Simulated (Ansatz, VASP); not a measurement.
Sc2I in VASP and in Ansatz

```xyz
6
Lattice="0.0000 4.4147 4.4147 4.4147 0.0000 4.4147 4.4147 4.4147 0.0000" Properties=species:S:1:pos:R:3 pbc="T T T"
Sc    5.5184    5.5184    5.5184
Sc    5.5184    3.3110    3.3110
Sc    3.3110    3.3110    5.5184
Sc    3.3110    5.5184    3.3110
I     0.0000    0.0000    0.0000
I     2.2074    2.2074    2.2074
```

Alike in both runs: functional PBE; k mesh 8 × 8 × 8; occupations gaussian, width 0.1 eV; no spin polarisation.

Ansatz relaxed the structure, and its values are those at the end. VASP's run is a single point on that final structure, the one shown.

|  | VASP | Ansatz |
| --- | --- | --- |
| version | VASP 6.6.1 | Ansatz 0.2.0 |
| potentials or method | VASP PAW PBE potentials, release 64 (Sc_sv, I), cutoff 520 eV | scalar-relativistic, plane waves, PAW |
| valence electrons in the cell | 58 | 78 |

|  | VASP | Ansatz | Ansatz less VASP |
| --- | --- | --- | --- |
| gap on the k mesh at the Fermi level (eV) | none | none | - |
| pressure (GPa) | 0.0 | 0.0 | -0.02 |

A gap of «none» marks a metal or a gap that the smearing closes. VASP's potentials hold 58 valence electrons a cell and Ansatz's 78, so a difference there can come from the potentials and not from the codes.

Spin-orbit coupling is off throughout.
